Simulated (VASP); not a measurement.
Runs of VASP 6.6.1 on CdS5. The structure is that of space group P6/mmm (No. 191), or close to it. The cells are those of the table. The cell was built from a structure type or drawn by symmetry, and may not be a known phase.

```tsv
task	cell	k mesh	cutoff (eV)	gap on the mesh (eV)	pressure (GPa)	relaxed volume (Å³/atom)
single point	a = 6.786, b = 6.786, c = 3.156 Å, angles 90.0, 90.0, 120.0°, 6 atoms	3 × 3 × 4	520	none	0.0	-
relaxation of cell and atoms	relaxed from a = 6.786, b = 6.786, c = 3.156 Å, angles 90.0, 90.0, 120.0°, 6 atoms	3 × 3 × 6	600	none	0.0	(a)
single point	a = 6.104, b = 6.104, c = 4.743 Å, angles 90.0, 90.0, 120.0°, 6 atoms	3 × 3 × 4	520	none	-9.8	-
single point	a = 6.669, b = 6.669, c = 3.194 Å, angles 90.0, 90.0, 120.0°, 6 atoms	6 × 6 × 12	520	none	-0.1	-
relaxation of cell and atoms	relaxed from a = 6.670, b = 6.670, c = 3.174 Å, angles 90.0, 90.0, 120.0°, 6 atoms	6 × 6 × 12	600	none	0.0	20.50
single point	a = 6.670, b = 6.670, c = 3.174 Å, angles 90.0, 90.0, 120.0°, 6 atoms	3 × 3 × 6	520	none	0.0	-
relaxation of cell and atoms	relaxed from a = 6.104, b = 6.104, c = 4.743 Å, angles 90.0, 90.0, 120.0°, 6 atoms	3 × 3 × 4	600	none	0.1	(b)
```

Alike in all rows: level PBE; potentials or basis VASP PAW PBE potentials, release 64 (Cd, S); no spin polarisation; smearing gaussian 0.1 eV.

Problem. Fill in the values left out.

Solution. (a) 20.38; (b) 20.94.

Caveats: some runs use coarse meshes; the volume moved by over 15 % at a fixed basis, so the end points are rough (at least some runs).

A k mesh can miss the band edges, and the runs leave out spin-orbit coupling on Cd.

A gap of «none» marks levels without a gap at the run's occupations.
